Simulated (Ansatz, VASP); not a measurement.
**Two plane-wave programs on GeN**

```
Ge N
1.0
     2.76229   -4.35512    0.00000
     2.76229    4.35512    0.00000
     0.00000    0.00000    3.06710
Ge N
2 2
Cartesian
  2.7623 2.4782 0.0000
  2.7623 -2.4782 0.0000
  2.7623 3.6877 1.5336
  2.7623 -3.6877 1.5336
```

Alike in both runs: functional PBE; k mesh 6 × 6 × 6; occupations gaussian, width 0.1 eV; no spin polarisation.

Ansatz relaxed the structure, and its values are those at the end. VASP's run is a single point on that final structure, the one shown.

|  | VASP | Ansatz |
| --- | --- | --- |
| version | VASP 6.6.1 | Ansatz 0.2.0 |
| potentials or method | VASP PAW PBE potentials, release 64 (Ge_d, N), cutoff 520 eV | scalar-relativistic, plane waves, PAW |
| valence electrons in the cell | 38 | 38 |

VASP gave:

* gap on the k mesh at the Fermi level (eV): none
* pressure (GPa): -0.1
* rms of the force components (eV/Å): 0.025

Problem. Which values does Ansatz return?

Solution. gap on the k mesh at the Fermi level (eV): none; pressure (GPa): 0.0; rms of the force components (eV/Å): 0.013.

A gap of «none» marks a metal or a gap that the smearing closes.
